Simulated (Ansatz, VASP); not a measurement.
## Two plane-wave programs on Ta

File INCAR:

```
PREC = Accurate ; ENCUT = 520
EDIFF = 1E-6 ; ISMEAR = -1
SIGMA = 0.1 ; LREAL = False
LASPH = True ; NELM = 60
ALGO = Normal ; ISIF = 2
LWAVE = False ; LCHARG = True
GGA = PE ; LELF = True
LVHAR = True ; NBANDS = 30
```

File KPOINTS:

```
Automatic mesh
0
Gamma
  14 14 4
```

The input POSCAR:

```
Ta
1.0
    3.0145791467      0.0000000000      0.0000000000
   -1.5072895734      2.6107021228      0.0000000000
    0.0000000000      0.0000000000     10.3181317170
Ta
4
Direct
    0.0000000000      1.0000000000      1.0000000000
    0.0000000000      1.0000000000      0.5000000000
    0.3333333333      0.6666666667      0.2500000000
    0.6666666667      0.3333333333      0.7500000000
```

Input for Ansatz:

```yaml
crystal:
  lattice:
    - [3.0145791467, 0.0, 0.0]
    - [-1.5072895734, 2.6107021228, 0.0]
    - [0.0, 0.0, 10.318131717]
  atoms:
    - { symbol: Ta, position: [0.0, 1.0, 1.0] }
    - { symbol: Ta, position: [0.0, 1.0, 0.5] }
    - { symbol: Ta, position: [0.3333333333, 0.6666666667, 0.25] }
    - { symbol: Ta, position: [0.6666666667, 0.3333333333, 0.75] }
hamiltonian:
  xc: pbe
  pseudopotentials:
    kind: paw
    azcp:
      Ta: "pseudopotentials/Ta.paw.azcp"
basis:
  ecutwfc: 420
  fft_grid_basis: typed
kpoints:
  mp_grid: { grid: [14, 14, 4], shift: [0, 0, 0] }
magnetization:
  spin_polarized: false
scf:
  occupations: { method: fermi_dirac, width: 0.1 }
  lower_state_search: "off"
output:
  stress: true
```

Alike in both runs: task single point; functional PBE; k mesh 14 × 14 × 4; occupations fermi-dirac, width 0.1 eV; no spin polarisation.

|  | VASP | Ansatz |
| --- | --- | --- |
| version | VASP 6.6.1 | Ansatz 0.2.0 |
| potentials or method | VASP PAW PBE potentials, release 64 (Ta_pv), cutoff 520 eV | plane waves (420 eV) with PAW, scalar-relativistic |
| valence electrons in the cell | 44 | 52 |

VASP gave:

```
pressure (GPa) : -12.7
```

Question: Which values does Ansatz return?

Answer: Pressure (GPa): -12.6.

VASP's potentials hold 44 valence electrons a cell and Ansatz's 52, so a difference there can come from the potentials and not from the codes.

Neither program's run includes spin-orbit coupling.
